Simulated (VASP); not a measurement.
La: relaxation of cell and atoms with PBE

La:

```xyz
1
Lattice="3.6786 0.0000 0.0000 -1.2262 3.4682 0.0000 -1.2262 -1.7341 3.0036" Properties=species:S:1:pos:R:3 pbc="T T T"
La    0.0000    0.0000    0.0000
```

```yaml
Program: VASP 6.6.1
Task: relaxation of cell and atoms
Functional: PBE
Potentials_or_basis: VASP PAW PBE potentials, release 64 (La)
Cutoff: 500 eV
k_mesh: 7 × 7 × 7
Occupations: gaussian, width 0.05 eV
Spin: no spin polarisation
Target_pressure: 30 GPa
Dipole_correction: no
Further_INCAR_settings: ALGO = Normal; EDIFF = 1e-07; IBRION = 2; EDIFFG = -0.03; NSW = 60; ISIF = 3
```

| Property | Result |
| --- | --- |
| Relaxed volume | 21.97 Å³/atom |
| Relaxed cell | a = 3.056 Å, b = 3.056 Å, c = 3.056 Å, α = 109.47°, β = 109.47°, γ = 109.47° |
| Space group after relaxing (to 0.05 Å) | Im-3m (No. 229) |
| Energy change on relaxing (the enthalpy is what falls) | +1079.3 meV/atom |
| Ionic steps | 10 |
| Pressure after relaxing | 30.0 GPa |

Step by step:
| step | energy change (eV) | largest force (eV/Å) | pressure (GPa) | volume (Å³) |
| --- | --- | --- | --- | --- |
| 1 | 0.0000 | 0.0000 | -0.41 | 38.32 |
| 2 | 12.3901 | 0.0000 | 499.26 | 10.48 |
| 3 | 0.5896 | 0.0000 | 19.66 | 25.18 |
| 4 | 0.7161 | 0.0000 | 22.79 | 24.23 |
| 5 | 0.9979 | 0.0000 | 27.97 | 22.43 |
| 6 | 3.6146 | 0.0000 | 125.46 | 15.71 |
| 7 | 1.0445 | 0.0000 | 28.98 | 22.16 |
| 8 | 1.0936 | 0.0000 | 30.38 | 21.90 |
| 9 | 1.0658 | 0.0000 | 29.45 | 22.05 |
| 10 | 1.0793 | 0.0000 | 29.96 | 21.97 |

Final structure:
```cif
data_structure
_symmetry_space_group_name_H-M 'P 1'
_symmetry_Int_Tables_number 1
_cell_length_a 3.0562
_cell_length_b 3.0562
_cell_length_c 3.0562
_cell_angle_alpha 109.471
_cell_angle_beta 109.471
_cell_angle_gamma 109.471
_cell_volume 21.97
loop_
_atom_site_label
_atom_site_type_symbol
_atom_site_fract_x
_atom_site_fract_y
_atom_site_fract_z
_atom_site_occupancy
La1 La 0.00000 0.00000 0.00000 1
```

Levels at points of the mesh, in eV from the Fermi level:
| k point | band 3 | band 4 | band 5 | band 6 | band 7 | band 8 | band 9 |
| --- | --- | --- | --- | --- | --- | --- | --- |
| (0.00, 0.00, 0.00) | -13.62 | -13.62 | -1.27 | 1.83 | 1.83 | 1.83 | 1.98 |

Run time: 3.9 min on 1 thread of Intel Xeon 8259CL, with other jobs on the host, peak memory 0.2 GiB.

Caveat: the cell is relaxed towards a set pressure, so the enthalpy falls and the energy may rise; the volume moved by over 15 % at a fixed basis, so the end points are rough; spin-orbit coupling is left out, which moves the levels of the heavy elements.
